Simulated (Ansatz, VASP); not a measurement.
Two plane-wave programs on CdS

```
Cd S
1.0
     0.07461    2.95504    2.95504
     2.95504    0.07461    2.95504
     2.95504    2.95504    0.07461
Cd S
1 1
Direct
  0.00282 0.00282 0.00282
  0.24718 0.24718 0.24718
```

Change from the starting cell: epitaxial_111 strain -2.0%.

Alike in both runs: task single point; functional r2SCAN; k mesh 8 × 8 × 8; no spin polarisation.

|  | VASP | Ansatz |
| --- | --- | --- |
| version | VASP 6.6.1 | Ansatz 0.2.0 |
| potentials or method | VASP PAW PBE potentials, release 64 (Cd, S) | plane waves, PAW |
| plane-wave cutoff (eV) | 520 | 500 |
| occupations | gaussian, width 0.01 eV | fixed |
| valence electrons in the cell | 18 | 26 |

|  | VASP | Ansatz | Ansatz less VASP |
| --- | --- | --- | --- |
| gap on the k mesh at the Fermi level (eV) | 1.52 | 1.52 | +0.004 |
| pressure (GPa) | 1.7 | 1.3 | -0.34 |
| traceless stress, the component that is largest in VASP (GPa) | -0.68 | -0.67 | +0.004 |
| rms of the force components (eV/Å) | 0.005 | 0.003 | -0.0019 |

VASP's potentials were made for PBE, not for r2SCAN. Atom by atom the forces differ by 0.002 eV/Å (rms over components). VASP's potentials hold 18 valence electrons a cell and Ansatz's 26, so a difference there can come from the potentials and not from the codes.
